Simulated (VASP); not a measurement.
# SnO in VASP: a series of runs, part 3 of 3

VASP 6.6.1.

### Step 5. Single point, PBEsol (biaxial strain in the a-b plane: +6.0 %, then relaxed in part)

Input file INCAR:

```
ALGO     = Normal         # electronic algorithm
EDIFF    = 1E-6           # SCF threshold, eV
ENCUT    = 520            # plane-wave cutoff, eV
GGA      = PS             # functional
ISIF     = 2              # what is computed and relaxed
ISMEAR   = 0              # smearing method
LASPH    = True           # aspherical terms in the spheres
LCHARG   = False          # write CHGCAR
LREAL    = False          # projectors in reciprocal space
LWAVE    = False          # write WAVECAR
NBANDS   = 28             # bands
NELM     = 60             # most SCF steps
PREC     = Accurate       # precision mode
SIGMA    = 0.1            # smearing width, eV
```

Input file KPOINTS:

```
k-points
0
Gamma
  14 14 12
```

Input file POSCAR:

```
SnO
1.0
    4.0336116093      0.0000000000      0.0000000000
    0.0000000000      4.0336116093      0.0000000000
    0.0000000000      0.0000000000      4.5203638386
Sn O
2 2
Direct
    0.0000000000      0.5000000000      0.2359143190
    0.5000000000      0.0000000000      0.7640856810
    0.5000000000      0.5000000000      0.0000000000
    0.0000000000      0.0000000000      0.0000000000
```

Potentials or basis: VASP PAW PBE potentials, release 64 (Sn_d, O).

On the command line:

```console
$ cat potpaw_PBE.64/Sn_d/POTCAR potpaw_PBE.64/O/POTCAR > POTCAR
$ mpirun -np 1 vasp_std > vasp.out
```

OUTCAR:

```text
EDIFF = 1E-6
   ENCUT = 520
   GGA = PS
   ISIF = 2
   ISMEAR = 0
   LASPH = True
   LREAL = False
   NELM = 60
   PREC = Accurate

 ion  position               nearest neighbor table
   1  0.000  0.500  0.236-   3 2.28   4 2.28   4 2.28   3 2.28   2 3.56   2 3.56   2 3.56   2 3.56
                             2 3.72   2 3.72   2 3.72   2 3.72
   2  0.500  0.000  0.764-   3 2.28   4 2.28   3 2.28   4 2.28   1 3.56   1 3.56   1 3.56   1 3.56
                             1 3.72   1 3.72   1 3.72   1 3.72
   3  0.500  0.500  0.000-   1 2.28   2 2.28   2 2.28   1 2.28
   4  0.000  0.000  0.000-   1 2.28   2 2.28   1 2.28   2 2.28

  LATTYP: Found a simple tetragonal cell.
 ALAT       =     4.0336116093
 C/A-ratio  =     1.1206740451

  Lattice vectors:

 A1 = (   4.0336116093,   0.0000000000,   0.0000000000)
 A2 = (   0.0000000000,   4.0336116093,   0.0000000000)
 A3 = (   0.0000000000,   0.0000000000,   4.5203638386)

Analysis of symmetry for initial positions (statically):
=====================================================================
 Subroutine PRICEL returns:
 Original cell was already a primitive cell.

 Routine SETGRP: Setting up the symmetry group for a
 simple tetragonal supercell.

 Subroutine GETGRP returns: Found 16 space group operations
 (whereof  8 operations were pure point group operations)
 out of a pool of 16 trial point group operations.

The static configuration has the point symmetry D_2d.
 The point group associated with its full space group is D_4h.

Analysis of symmetry for dynamics (positions and initial velocities):
=====================================================================
 Subroutine PRICEL returns:
 Original cell was already a primitive cell.

 Routine SETGRP: Setting up the symmetry group for a
 simple tetragonal supercell.

[... 120 lines left out ...]
   NELECT =      40.0000    total number of electrons
   NUPDOWN=      -1.0000    fix difference up-down
   EMIN   =  10.00;   EMAX   =-10.00  energy-range for DOS
   EFERMI =   0.00;   METHOD = LEGACY
   ISMEAR =     0;   SIGMA  =   0.10  broadening in eV -4-tet -1-fermi 0-gaus
   EFERMI_NEDOS =   21; number of points for ismear=-14 and -15
   IALGO  =     38    algorithm
   IMIX   =      4    mixing-type and parameters
     AMIX     =   0.40;   BMIX     =  1.00
     AMIX_MAG =   1.60;   BMIX_MAG =  1.00
  volume/ion in A,a.u.               =      18.39       124.08
  Fermi-wavevector in a.u.,A,eV,Ry     =   1.336311  2.525262 24.296303  1.785728
  Thomas-Fermi vector in A             =   2.464948
   LORBIT       =      0    0 simple, 1 ext, 2 COOP (PROOUT), +10 PAW based schemes
   GGA     = PS    functional components
   LHFCALC =     F    Hartree Fock is set to
   AEXX    =    0.0000 exact exchange contribution
   IVDW    =     0    specifies the selected vdW correction
   LEPSILON=     F    determine dielectric tensor
   LRPA    =     F    only Hartree local field effects (RPA)
 non-spin polarized calculation
 Gauss-broadening in eV      SIGMA  =   0.10
  energy-cutoff  :      520.00
  volume of cell :       73.55
 maximum number of plane-waves:      2017
 NGX is ok and might be reduce to    30
   NGX = 15   NGY = 15   NGZ = 17

 number of electron      40.0000004 magnetization

 Free energy of the ion-electron system (eV)
  ---------------------------------------------------
  ext. energy  EPLUGINS =         0.00000000
  ---------------------------------------------------
  free energy    TOTEN  =       -23.98873275 eV

  energy without entropy =      -23.98873275  energy(sigma->0) =      -23.98873275

 E-fermi :   6.1822     XC(G=0): -10.2730

 val. band max:        5.8155477726   @ k =   0.1429   0.1429   0.0000
 cond. band min:       6.5254058814   @ k =   0.5000   0.5000   0.0000
 fundamental gap:      0.7098581088
 Fermi energy:         6.1822255197

 k-point     1 :       0.0000    0.0000    0.0000
  band No.  band energies     occupation
      1     -15.3806      2.00000
      2     -15.0523      2.00000
      3     -15.0523      2.00000
      4     -15.0222      2.00000
      5     -15.0066      2.00000
      6     -14.9959      2.00000
[... 733 lines left out ...]
     27      13.8865      0.00000
     28      14.4772      0.00000

 [... further k-points ...]
[... 5 lines left out ...]
  --------------------------------------------------------------------------------------
  -------------------------------------------------------------------------------------
  Total       -3.6797213     -3.6797213      0.0599990      0.0000000      0.0000000      0.0000000
  in kB      -80.1611532    -80.1611532      1.3070527      0.0000000      0.0000000      0.0000000
  external PRESSURE =     -53.0050846 kB  Pullay stress =       0.0000000 kB

 VOLUME and BASIS-vectors are now :
 -----------------------------------------------------------------------------
  energy-cutoff  :      520.00
  volume of cell :       73.55
      direct lattice vectors                 reciprocal lattice vectors
     4.033611609  0.000000000  0.000000000     0.247916780  0.000000000  0.000000000
     0.000000000  4.033611609  0.000000000     0.000000000  0.247916780  0.000000000
     0.000000000  0.000000000  4.520363839     0.000000000  0.000000000  0.221221131

 POSITION                                       TOTAL-FORCE (eV/Angst)
 -----------------------------------------------------------------------------------
      0.00000      2.01681      1.06642        -0.000000      0.000000      0.067329
      2.01681      0.00000      3.45395         0.000000      0.000000     -0.067329
      2.01681      2.01681      0.00000        -0.000000     -0.000000      0.000000
      0.00000      0.00000      0.00000        -0.000000      0.000000      0.000000
 -----------------------------------------------------------------------------------
    total drift:                                0.000000      0.000000      0.000000

  FREE ENERGIE OF THE ION-ELECTRON SYSTEM (eV)
  ---------------------------------------------------
  free  energy   TOTEN  =       -23.9887327484 eV

  energy  without entropy=      -23.9887327476  energy(sigma->0) =      -23.98873275
```

OSZICAR:

```text
N       E                     dE             d eps       ncg     rms          rms(c)
DAV:   1     0.412013696652E+03    0.41201E+03   -0.19832E+04 14512   0.214E+03
DAV:   2     0.363077845248E+02   -0.37571E+03   -0.36125E+03 14656   0.537E+02
DAV:   3    -0.242198061946E+02   -0.60528E+02   -0.59287E+02 16136   0.179E+02
DAV:   4    -0.272167043043E+02   -0.29969E+01   -0.29811E+01 16308   0.425E+01
DAV:   5    -0.272877789356E+02   -0.71075E-01   -0.71063E-01 15704   0.713E+00    0.107E+01
DAV:   6    -0.241360346379E+02    0.31517E+01   -0.15977E+01 22656   0.446E+01    0.518E+00
DAV:   7    -0.240282030218E+02    0.10783E+00   -0.20950E+00 16152   0.838E+00    0.242E+00
DAV:   8    -0.239995388397E+02    0.28664E-01   -0.34418E-01 15628   0.359E+00    0.764E-01
DAV:   9    -0.239880635153E+02    0.11475E-01   -0.50125E-02 23052   0.203E+00    0.249E-01
DAV:  10    -0.239892042558E+02   -0.11407E-02   -0.81548E-03 20524   0.835E-01    0.156E-01
DAV:  11    -0.239887211378E+02    0.48312E-03   -0.27110E-03 21916   0.441E-01    0.291E-02
DAV:  12    -0.239887325568E+02   -0.11419E-04   -0.27109E-04 15388   0.113E-01    0.230E-02
DAV:  13    -0.239887325646E+02   -0.77871E-08   -0.21190E-05 15504   0.294E-02    0.301E-03
DAV:  14    -0.239887327484E+02   -0.18375E-06   -0.64380E-07  8996   0.618E-03
   1 F= -.23988733E+02 E0= -.23988733E+02  d E =-.759011E-09
```

stdout:

```text
POSCAR found type information on POSCAR SnO
 POSCAR found :  2 types and       4 ions
 scaLAPACK will be used
 -----------------------------------------------------------------------------
|                                                                             |
|                                                                             |
|     You enforced a specific xc type in the INCAR file but a different       |
|     I HOPE YOU KNOW WHAT YOU ARE DOING!                                     |
|                                                                             |
 -----------------------------------------------------------------------------

 LDA part: xc-table for (Slater+PW92), standard interpolation
 POSCAR, INCAR and KPOINTS ok, starting setup
 FFT: planning ... GRIDC
 FFT: planning ... GRID_SOFT
 FFT: planning ... GRID
 WAVECAR not read
 entering main loop
```

Wall time 8.6 min (1 thread of Intel Xeon 8259CL, shared host); peak memory 0.49 GiB.

What came out:

```
Free energy            : -23.9887 eV
Pressure               : -5.3 GPa
Largest force          : 0.067 eV/Å
Band gap on the k mesh : 0.71 eV, indirect (least direct gap 1.67 eV)
```

Forces on the atoms (eV/Å):
```
Sn   0.000  0.000  0.067
Sn   0.000  0.000 -0.067
O    0.000  0.000  0.000
O    0.000  0.000  0.000
```

Stress tensor (GPa, compression positive):
```
-8.02  0.00  0.00
 0.00 -8.02  0.00
 0.00  0.00  0.13
```

Caveat: the cell differs from its parent crystal (biaxial strain in the a-b plane: +6.0 %, then relaxed in part); the PAW data sets were made with another functional, which shifts forces and pressure a little; spin-orbit coupling is left out, which moves the levels of the heavy elements. A k mesh can miss the band edges.

### Step 6. Single point, PBEsol (uniaxial strain along a: -2.0 %, then relaxed in part)

Input file INCAR:

```
SYSTEM = SnO
ALGO     = Normal         ! electronic algorithm
EDIFF    = 1E-6           ! SCF threshold, eV
ENCUT    = 520            ! plane-wave cutoff, eV
GGA      = PS             ! functional
ISIF     = 2              ! what is computed and relaxed
ISMEAR   = 0              ! smearing method
LASPH    = .True.         ! aspherical terms in the spheres
LCHARG   = .False.        ! write CHGCAR
LREAL    = .False.        ! projectors in reciprocal space
LWAVE    = .False.        ! write WAVECAR
NBANDS   = 28             ! bands
NELM     = 80             ! most SCF steps
PREC     = Accurate       ! precision mode
SIGMA    = 0.1            ! smearing width, eV
```

Input file KPOINTS:

```
k-points
0
Gamma
  14 14 12
  0 0 0
```

Input file POSCAR:

```
SnO
1.0
    3.7291881028      0.0000000000      0.0000000000
    0.0000000000      3.8715716594      0.0000000000
    0.0000000000      0.0000000000      4.7581896061
Sn O
2 2
Direct
    0.0000000000      0.5000000000      0.2424816000
    0.5000000000      0.0000000000      0.7575184000
    0.5000000000      0.5000000000     -0.0072473125
    0.0000000000      0.0000000000      0.0072473125
```

Potentials or basis: VASP PAW PBE potentials, release 64 (Sn_d, O).

On the command line:

```console
$ cat potpaw_PBE.64/Sn_d/POTCAR potpaw_PBE.64/O/POTCAR > POTCAR
$ mpirun -np 1 vasp_std > vasp.out
```

Run time: 15 min. Hardware: 1 thread of Intel Xeon Platinum 8375C at 2.90GHz (Ice Lake), shared host; peak memory 0.72 GiB.

Results (log left out):

* Free energy: -24.2124 eV
* Pressure: 0.4 GPa
* Largest force: 0.085 eV/Å
* Band gap on the k mesh: zero (band 20 reaches 7.27 eV, above the bottom of band 21 at 7.14 eV)

Forces on the atoms (eV/Å):
```
Sn   0.000  0.000  0.085
Sn   0.000  0.000 -0.085
O    0.000  0.000 -0.005
O    0.000  0.000  0.005
```

Stress tensor (GPa, compression positive):
```
0.70 0.00 0.00
0.00 0.21 0.00
0.00 0.00 0.25
```

Levels at points of the mesh, in eV from the Fermi level:
| k point | band 18 | band 19 | band 20 | band 21 | band 22 | band 23 |
| --- | --- | --- | --- | --- | --- | --- |
| (0.00, 0.00, 0.00) | -3.28 | -3.23 | -0.07 | 2.08 | 4.24 | 4.42 |
| (0.50, 0.00, 0.00) | -5.02 | -2.80 | -2.80 | 3.03 | 3.03 | 5.67 |
| (0.00, 0.50, 0.00) | -4.89 | -2.91 | -2.91 | 3.32 | 3.32 | 5.86 |
| (0.50, 0.50, 0.00) | -2.59 | -1.95 | -1.95 | -0.16 | -0.16 | 4.34 |
| (0.00, 0.00, 0.50) | -3.26 | -3.03 | -2.29 | 1.56 | 2.47 | 3.00 |
| (0.50, 0.00, 0.50) | -4.98 | -1.80 | -1.80 | 2.60 | 2.60 | 5.13 |
| (0.00, 0.50, 0.50) | -4.85 | -1.83 | -1.83 | 2.54 | 2.54 | 5.39 |
| (0.50, 0.50, 0.50) | -2.88 | -2.56 | -2.56 | 2.20 | 2.20 | 4.07 |

Caveat: the cell differs from its parent crystal (uniaxial strain along a: -2.0 %, then relaxed in part); the PAW data sets were made with another functional, which shifts forces and pressure a little; spin-orbit coupling is left out, which moves the levels of the heavy elements.

### Step 7. Summary

| cell | k mesh | smearing | gap on the mesh (eV) | pressure (GPa) | largest force (eV/Å) |
| --- | --- | --- | --- | --- | --- |
| a = 3.814, b = 3.814, c = 4.887 Å, 4 atoms | 6 × 6 × 4 | gaussian 0.1 eV | 0.14 | -0.3 | 0.17 |
| a = 3.805, b = 3.805, c = 4.753 Å, 4 atoms | 10 × 10 × 8 | gaussian 0.01 eV | none | 0.2 | 0.09 |
| a = 3.958, b = 3.958, c = 4.639 Å, 4 atoms | 14 × 14 × 12 | gaussian 0.1 eV | 0.43 | -4.8 | 0.19 |
| a = 4.034, b = 4.034, c = 4.520 Å, 4 atoms | 14 × 14 × 12 | gaussian 0.1 eV | 0.71 | -5.3 | 0.07 |
| a = 3.729, b = 3.872, c = 4.758 Å, 4 atoms | 14 × 14 × 12 | gaussian 0.1 eV | none | 0.4 | 0.09 |

Alike in all rows: task single point; level PBEsol; potentials or basis VASP PAW PBE potentials, release 64 (Sn_d, O); no spin polarisation; cutoff (eV) 520.

Caveats: the PAW data sets were made with another functional, which shifts forces and pressure a little; spin-orbit coupling is left out, which moves the levels of the heavy elements.

Total energies depend on the potentials used, so only differences within one code and one set of settings carry meaning.
